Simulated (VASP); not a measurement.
Write the native input for VASP 6.6.1 that does the following.

- Task: single point
- Functional: LDA
- Potentials or basis: VASP PAW LDA potentials, release 64 (Ti_sv, Al)
- Cutoff: 500 eV
- k mesh: 9 × 9 × 5, shifted
- Occupations: fermi-dirac, width 0.1 eV
- Spin: no spin polarisation
- Dipole correction: no
- Mended: yes
- Further INCAR settings: ALGO = Normal; EDIFF = 1e-06; NBANDS = 14; ISYM = -1

The structure of TiAl lies in POSCAR:

```
TiAl
1.0
    2.8672622300      0.0000000000      0.0000000000
   -1.4336311200      2.4831219300      0.0000000000
    0.0000000000      0.0000000000      4.6780830000
Ti Al
1 1
Direct
    0.0000000000      0.0000000000      0.0000000000
    0.3333333300      0.6666666700      0.5000000000
```

The input as run:

INCAR

```
SYSTEM = TiAl
PREC = Accurate
ENCUT = 500
EDIFF = 1E-6
ISMEAR = -1
SIGMA = 0.1
LREAL = .FALSE.
LASPH = .TRUE.
NELM = 120
ALGO = Normal
ISIF = 2
LWAVE = .FALSE.
LCHARG = .FALSE.
GGA = CA
ISYM = -1
NBANDS = 14
GGA_COMPAT = .FALSE.
```

KPOINTS

```
explicit points
203
Reciprocal
  0.05555556   0.05555556   0.10000000 2
  0.05555556   0.05555556   0.30000000 2
  0.05555556   0.05555556   0.50000000 2
  0.05555556   0.05555556   0.70000000 2
  0.05555556   0.05555556   0.90000000 2
  0.05555556   0.16666667   0.10000000 2
[... 195 lines left out ...]
  0.50000000   0.50000000   0.30000000 2
  0.50000000   0.50000000   0.50000000 1
```

Potentials or basis: VASP PAW LDA potentials, release 64 (Ti_sv, Al).

The run is started by

```sh
$ cat potpaw_LDA.64/Ti_sv/POTCAR potpaw_LDA.64/Al/POTCAR > POTCAR
$ mpirun -np 1 vasp_std > vasp.out
```

It gave:

- Pressure: -5.8 GPa
- Band gap on the k mesh: zero (an odd number of electrons rules out a gap without spin polarisation)

Caveat: the cell stands under tension.

It took 32 s on 1 thread of Intel(R) Xeon(R) 6975P-C (Granite Rapids), on a shared host, peak memory 0.21 GiB.
